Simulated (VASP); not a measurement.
Write the native input for VASP 6.6.1 that does the following.

```yaml
Task: single point
Functional: PBE
Potentials_or_basis: VASP PAW PBE potentials, release 64 (W_sv, C)
Cutoff: 520 eV
k_mesh: 18 × 18 × 16
Occupations: gaussian, width 0.15 eV
Spin: no spin polarisation
Dipole_correction: no
Further_INCAR_settings: ALGO = Normal; EDIFF = 1e-06; NBANDS = 16
```

The structure of WC lies in POSCAR:

```
WC
1.0
    3.1325415509      0.0000000000      0.0000000000
   -1.5662707754      2.7128605615      0.0000000000
    0.0000000000      0.0000000000      2.8290000000
W C
1 1
Direct
    0.0000000000      0.0000000000      0.0000000000
    0.6666666667      0.3333333333      0.5000000000
```

This cell differs from its parent crystal: strain +0.080 along x and y, +0.000 along z.

These files were run (other wordings do the same):

INCAR

```
ALGO = Normal
EDIFF = 1E-6
ENCUT = 520
GGA = PE
ISIF = 2
ISMEAR = 0
LASPH = T
LCHARG = F
LREAL = F
LWAVE = F
NBANDS = 16
NELM = 80
PREC = Accurate
SIGMA = 0.15
```

KPOINTS

```
k-points
0
Gamma
  18 18 16
```

Potentials or basis: VASP PAW PBE potentials, release 64 (W_sv, C).

Launch:

```console
$ cat potpaw_PBE.64/W_sv/POTCAR potpaw_PBE.64/C/POTCAR > POTCAR
$ mpirun -np 1 vasp_std > vasp.out
```

It gave:

| Quantity | Value |
| --- | --- |
| Pressure | -34.2 GPa |
| Band gap on the k mesh | zero (bands 9 and 10 overlap by 1.20 eV) |

Caveat: the cell differs from its parent crystal (strain +0.080 along x and y, +0.000 along z); the cell stands under tension; spin-orbit coupling is left out, which moves the levels of the heavy elements.

It took 100 s on 1 thread of Intel Xeon 8259CL, with other jobs on the host, peak memory 0.24 GiB.
